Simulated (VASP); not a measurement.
# SiC (P6_3mc) in VASP: a series of runs

The runs below take SiC through single point, with PBEsol.

Everything below comes from runs of VASP 6.6.1. Logs are shortened: lines on timing, memory, paths and dates and some standing lists are left out, and cuts for length are marked.

### Step 1. The cell of the first run

It takes space group P6_3mc (No. 186, hexagonal). The conventional cell has a = 3.078 Å, b = 3.078 Å, c = 9.538 Å, α = 90.00°, β = 90.00°, γ = 120.00°. Within 2.4 Å of Si (site symmetry 3m) lie 4 C at 1.79 to 1.87 Å. Si (site symmetry 3m) has 4 C at 1.79 to 1.87 Å within 2.4 Å. Within 2.4 Å of C (site symmetry 3m) lie 4 Si at 1.79 to 1.87 Å. C (site symmetry 3m) has 4 Si at 1.79 to 1.87 Å within 2.4 Å.

### Step 2. Single point, PBEsol

File INCAR:

```
SYSTEM = SiC
PREC = Accurate ; ENCUT = 520
EDIFF = 1E-6 ; ISMEAR = 0
SIGMA = 0.05 ; LREAL = .False.
LASPH = .True. ; NELM = 100
ALGO = Normal ; ISIF = 2
LWAVE = .False. ; LCHARG = .False.
GGA = PS ; NBANDS = 26
```

File KPOINTS:

```
Automatic mesh
0
Gamma
  12 12 4
  0 0 0
```

File POSCAR:

```
SiC
1.0
    3.0780670649      0.0000000000      0.0000000000
   -1.5390335324      2.6656842728      0.0000000000
    0.0000000000      0.0000000000      9.5384000000
Si C
4 4
Direct
    0.6666666667      0.3333333333      0.9378278494
    0.3333333333      0.6666666667      0.4378278494
    0.0000000000      0.0000000000      0.6878973398
    0.0000000000      0.0000000000      0.1878973398
    0.6666666667      0.3333333333      0.7498191768
    0.3333333333      0.6666666667      0.2498191768
    0.0000000000      0.0000000000      0.5004546340
    0.0000000000      0.0000000000      0.0004546340
```

Potentials or basis: VASP PAW PBE potentials, release 64 (Si, C).

The run is started by

```sh
cat potpaw_PBE.64/Si/POTCAR potpaw_PBE.64/C/POTCAR > POTCAR
mpirun -np 1 vasp_std > vasp.out
```

OUTCAR:

```text
SYSTEM = SiC
   PREC = Accurate
   ENCUT = 520
   EDIFF = 1E-6
   ISMEAR = 0
   LREAL = .False.
   LASPH = .True.
   NELM = 100
   ISIF = 2
   GGA = PS

 ion  position               nearest neighbor table
   1  0.667  0.333  0.938-   5 1.79   8 1.87   8 1.87   8 1.87   3 2.97   3 2.97   3 2.97   4 2.97
                             4 2.97   4 2.97
   2  0.333  0.667  0.438-   6 1.79   7 1.87   7 1.87   7 1.87   4 2.97   4 2.97   4 2.97   3 2.97
                             3 2.97   3 2.97
   3  0.000  0.000  0.688-   7 1.79   5 1.87   5 1.87   5 1.87   1 2.97   1 2.97   1 2.97   2 2.97
                             2 2.97   2 2.97
   4  0.000  0.000  0.188-   8 1.79   6 1.87   6 1.87   6 1.87   2 2.97   2 2.97   2 2.97   1 2.97
                             1 2.97   1 2.97
   5  0.667  0.333  0.750-   1 1.79   3 1.87   3 1.87   3 1.87
   6  0.333  0.667  0.250-   2 1.79   4 1.87   4 1.87   4 1.87
   7  0.000  0.000  0.500-   3 1.79   2 1.87   2 1.87   2 1.87
   8  0.000  0.000  0.000-   4 1.79   1 1.87   1 1.87   1 1.87

  LATTYP: Found a hexagonal cell.
 ALAT       =     3.0780670649
 C/A-ratio  =     3.0988278679

  Lattice vectors:

 A1 = (   3.0780670649,   0.0000000000,   0.0000000000)
 A2 = (  -1.5390335324,   2.6656842728,   0.0000000000)
 A3 = (   0.0000000000,   0.0000000000,   9.5384000000)

Analysis of symmetry for initial positions (statically):
=====================================================================
 Subroutine PRICEL returns:
 Original cell was already a primitive cell.

 Routine SETGRP: Setting up the symmetry group for a
 hexagonal supercell.

 Subroutine GETGRP returns: Found 12 space group operations
 (whereof  6 operations were pure point group operations)
 out of a pool of 24 trial point group operations.

The static configuration has the point symmetry C_3v.
 The point group associated with its full space group is C_6v.

Analysis of symmetry for dynamics (positions and initial velocities):
=====================================================================
 Subroutine PRICEL returns:
 Original cell was already a primitive cell.

 Routine SETGRP: Setting up the symmetry group for a
 hexagonal supercell.

 Subroutine GETGRP returns: Found 12 space group operations
 (whereof  6 operations were pure point group operations)
 out of a pool of 24 trial point group operations.

The dynamic configuration has the point symmetry C_3v.
 The point group associated with its full space group is C_6v.

 Subroutine INISYM returns: Found 12 space group operations
 (whereof  6 operations are pure point group operations),
 and found     1 'primitive' translations

----------------------------------------------------------------------------------------

                                     Primitive cell

  volume of cell :      78.2641

  direct lattice vectors                    reciprocal lattice vectors
     3.078067065  0.000000000  0.000000000     0.324879211  0.187569100  0.000000000
    -1.539033532  2.665684273  0.000000000     0.000000000  0.375138200  0.000000000
     0.000000000  0.000000000  9.538400000     0.000000000  0.000000000  0.104839386

  length of vectors
     3.078067065  3.078067065  9.538400000     0.375138200  0.375138200  0.104839386

  position of ions in fractional coordinates (direct lattice)
     0.666666667  0.333333333  0.937827849
     0.333333333  0.666666667  0.437827849
     0.000000000  0.000000000  0.687897340
     0.000000000  0.000000000  0.187897340
     0.666666667  0.333333333  0.749819177
     0.333333333  0.666666667  0.249819177
     0.000000000  0.000000000  0.500454634
     0.000000000  0.000000000  0.000454634

  ion indices of the primitive-cell ions
   primitive index   ion index
                 1           1
                 2           2
                 3           3
                 4           4
                 5           5
                 6           6
                 7           7
                 8           8

----------------------------------------------------------------------------------------

 KPOINTS: Automatic mesh

Automatic generation of k-mesh.
 Grid dimensions read from file:
 generate k-points for:   12   12    4

 Generating k-lattice:

  Cartesian coordinates                     Fractional coordinates (reciprocal lattice)
     0.027073268  0.015630758  0.000000000     0.083333333  0.000000000  0.000000000
     0.000000000  0.031261517  0.000000000     0.000000000  0.083333333  0.000000000
     0.000000000  0.000000000  0.026209847     0.000000000  0.000000000  0.250000000

  Length of vectors
     0.031261517  0.031261517  0.026209847

  Shift w.r.t. Gamma in fractional coordinates (k-lattice)
     0.000000000  0.000000000  0.000000000

 Subroutine IBZKPT returns following result:
 ===========================================

 Found     57 irreducible k-points:

 Following reciprocal coordinates:
            Coordinates               Weight
  0.000000  0.000000  0.000000      1.000000
  0.083333  0.000000  0.000000      6.000000
  0.166667  0.000000  0.000000      6.000000
  0.250000  0.000000  0.000000      6.000000
  0.333333  0.000000  0.000000      6.000000
  0.416667  0.000000  0.000000      6.000000
[... 16 lines left out ...]
  0.250000  0.000000  0.250000     12.000000
  0.333333  0.000000  0.250000     12.000000
 [... further k-points ...]
   k-points           NKPTS =     57   k-points in BZ     NKDIM =     57   number of bands    NBANDS=     26
   number of dos      NEDOS =    301   number of ions     NIONS =      8
   total plane-waves  NPLWV =  41472
   dimension x,y,z NGX =    24 NGY =   24 NGZ =   72
   dimension x,y,z NGXF=    48 NGYF=   48 NGZF=  144
   ions per type =               4   4
   NGX,Y,Z   is equivalent  to a cutoff of  12.96, 12.96, 12.55 a.u.
   NGXF,Y,Z  is equivalent  to a cutoff of  25.92, 25.92, 25.10 a.u.
 SYSTEM =  SiC
   PREC   = accura    normal or accurate (medium, high low for compatibility)
   ISTART =      0    job   : 0-new  1-cont  2-samecut
   ICHARG =      2    charge: 1-file 2-atom 10-const
   ISPIN  =      1    spin polarized calculation?
   LNONCOLLINEAR =      F non collinear calculations
   LSORBIT =      F    spin-orbit coupling
   LASPH  =      T    aspherical Exc in radial PAW
   ENCUT  =  520.0 eV  38.22 Ry    6.18 a.u.   5.72  5.72 17.74*2*pi/ulx,y,z
   NELM   =    100;   NELMIN=  2; NELMDL= -5     # of ELM steps
   EDIFF  = 0.1E-05   stopping-criterion for ELM
   LREAL  =      F    real-space projection
   EDIFFG = 0.1E-04   stopping-criterion for IOM
   NSW    =      0    number of steps for IOM
   IBRION =     -1    ionic relax: 0-MD 1-quasi-New 2-CG
   NFREE  =      0    steps in history (QN), initial steepest desc. (CG)
   ISIF   =      2    stress and relaxation
   ISYM   =      2    0-nonsym 1-usesym 2-fastsym
   POTIM  = 0.5000    time-step for ionic-motion
   TEBEG  =    0.0;   TEEND  =   0.0 temperature during run
   PSTRESS=    0.0 pullay stress
   NELECT =      32.0000    total number of electrons
   NUPDOWN=      -1.0000    fix difference up-down
   EMIN   =  10.00;   EMAX   =-10.00  energy-range for DOS
   EFERMI =   0.00;   METHOD = LEGACY
   ISMEAR =     0;   SIGMA  =   0.05  broadening in eV -4-tet -1-fermi 0-gaus
   EFERMI_NEDOS =   21; number of points for ismear=-14 and -15
   IALGO  =     38    algorithm
   IMIX   =      4    mixing-type and parameters
     AMIX     =   0.40;   BMIX     =  1.00
     AMIX_MAG =   1.60;   BMIX_MAG =  1.00
  volume/ion in A,a.u.               =       9.78        66.02
  Fermi-wavevector in a.u.,A,eV,Ry     =   1.215078  2.296164 20.087830  1.476414
  Thomas-Fermi vector in A             =   2.350477
   LORBIT       =      0    0 simple, 1 ext, 2 COOP (PROOUT), +10 PAW based schemes
   GGA     = PS    functional components
   LHFCALC =     F    Hartree Fock is set to
   AEXX    =    0.0000 exact exchange contribution
   IVDW    =     0    specifies the selected vdW correction
   LEPSILON=     F    determine dielectric tensor
   LRPA    =     F    only Hartree local field effects (RPA)
 non-spin polarized calculation
 Gauss-broadening in eV      SIGMA  =   0.05
  energy-cutoff  :      520.00
  volume of cell :       78.26
 maximum number of plane-waves:      2132
 NGX is ok and might be reduce to    24
   NGX = 11   NGY = 11   NGZ = 35

 number of electron      32.0000000 magnetization

 Free energy of the ion-electron system (eV)
  ---------------------------------------------------
  ext. energy  EPLUGINS =         0.00000000
  ---------------------------------------------------
  free energy    TOTEN  =       -63.16137708 eV

  energy without entropy =      -63.16137708  energy(sigma->0) =      -63.16137708

 E-fermi :   9.1756     XC(G=0): -11.7409

 val. band max:        8.9122351562   @ k =   0.0000   0.0000   0.0000
 cond. band min:      10.7682851071   @ k =   0.5000   0.0000   0.0000
 fundamental gap:      1.8560499509
 Fermi energy:         9.1756393704

 k-point     1 :       0.0000    0.0000    0.0000
  band No.  band energies     occupation
      1      -7.1938      2.00000
      2      -5.8587      2.00000
      3      -5.7921      2.00000
      4      -2.9152      2.00000
      5      -0.1002      2.00000
      6       4.6918      2.00000
[... 18 lines left out ...]
     25      16.7573      0.00000
     26      16.7577      0.00000

 k-point     2 :       0.0833    0.0000    0.0000
  band No.  band energies     occupation
      1      -7.0726      2.00000
      2      -5.7420      2.00000
      3      -5.6746      2.00000
      4      -2.8187      2.00000
      5       0.0126      2.00000
      6       4.6924      2.00000
[... 18 lines left out ...]
     25      16.5734      0.00000
     26      16.9620      0.00000

 k-point     3 :       0.1667    0.0000    0.0000
  band No.  band energies     occupation
      1      -6.7119      2.00000
      2      -5.3960      2.00000
      3      -5.3263      2.00000
      4      -2.5409      2.00000
      5       0.3426      2.00000
      6       4.4305      2.00000
[... 572 lines left out ...]
 k-point    23 :       0.2500    0.0000    0.2500
  band No.  band energies     occupation
      1      -6.0372      2.00000
      2      -5.3696      2.00000
      3      -4.0924      2.00000
      4      -2.5193      2.00000
      5       1.2844      2.00000
      6       2.8789      2.00000
[... 18 lines left out ...]
     25      17.5868      0.00000
     26      17.7598      0.00000

 k-point    24 :       0.3333    0.0000    0.2500
  band No.  band energies     occupation
      1      -5.2446      2.00000
      2      -4.6038      2.00000
      3      -3.4021      2.00000
      4      -2.0386      2.00000
      5       1.2189      2.00000
      6       1.7171      2.00000
[... 18 lines left out ...]
     25      17.8257      0.00000
     26      18.1928      0.00000

 [... further k-points ...]
[... 5 lines left out ...]
  --------------------------------------------------------------------------------------
  -------------------------------------------------------------------------------------
  Total        1.2984534      1.2984534     19.1587607      0.0000000      0.0000000      0.0000000
  in kB       26.5812033     26.5812034    392.2073035      0.0000000      0.0000000      0.0000000
  external PRESSURE =     148.4565701 kB  Pullay stress =       0.0000000 kB

 VOLUME and BASIS-vectors are now :
 -----------------------------------------------------------------------------
  energy-cutoff  :      520.00
  volume of cell :       78.26
      direct lattice vectors                 reciprocal lattice vectors
     3.078067065  0.000000000  0.000000000     0.324879211  0.187569100  0.000000000
    -1.539033532  2.665684273  0.000000000     0.000000000  0.375138200  0.000000000
     0.000000000  0.000000000  9.538400000     0.000000000  0.000000000  0.104839386

 POSITION                                       TOTAL-FORCE (eV/Angst)
 -----------------------------------------------------------------------------------
      1.53903      0.88856      8.94538        -0.000000      0.000000      0.864672
     -0.00000      1.77712      4.17618         0.000000      0.000000      0.864672
      0.00000      0.00000      6.56144        -0.000000      0.000000      1.001257
      0.00000      0.00000      1.79224         0.000000      0.000000      1.001257
      1.53903      0.88856      7.15208        -0.000000      0.000000     -0.959750
     -0.00000      1.77712      2.38288         0.000000     -0.000000     -0.959750
      0.00000      0.00000      4.77354        -0.000000     -0.000000     -0.906178
      0.00000      0.00000      0.00434        -0.000000      0.000000     -0.906178
 -----------------------------------------------------------------------------------
    total drift:                               -0.000000     -0.000000     -0.000967

  FREE ENERGIE OF THE ION-ELECTRON SYSTEM (eV)
  ---------------------------------------------------
  free  energy   TOTEN  =       -63.1613770787 eV

  energy  without entropy=      -63.1613770787  energy(sigma->0) =      -63.16137708
```

Run time: 50 s. Hardware: 1 thread of Intel Xeon Platinum 8559C (Emerald Rapids), shared host; peak memory 0.23 GiB.

Results:

| Property | Result |
| --- | --- |
| Free energy | -63.1614 eV |
| Pressure | 14.8 GPa |
| Largest force | 1.001 eV/Å |
| Band gap on the k mesh | 1.86 eV, indirect (least direct gap 3.04 eV) |

Forces in eV/Å, atoms in the order of the input:
```
Si   0.000  0.000  0.865
Si   0.000  0.000  0.865
Si   0.000  0.000  1.001
Si   0.000  0.000  1.001
C    0.000  0.000 -0.960
C    0.000  0.000 -0.960
C    0.000  0.000 -0.906
C    0.000  0.000 -0.906
```

Levels at points of the mesh, in eV from the valence-band top:
```
           k point  band 14  band 15  band 16  band 17  band 18  band 19
(0.00, 0.00, 0.00)    -0.23    -0.23     0.00     4.52     5.22     6.01
(0.50, 0.00, 0.00)    -2.17    -1.58    -1.19     1.86     2.09     3.93
(0.00, 0.00, 0.50)    -0.50    -0.50    -0.50     4.77     4.77     6.50
(0.50, 0.00, 0.50)    -2.65    -1.75    -1.75     2.23     2.23     4.23
```

Caveat: the PAW data sets were made with another functional, which shifts forces and pressure a little. A k mesh can miss the band edges.

(Continued in part 2 of 2.)
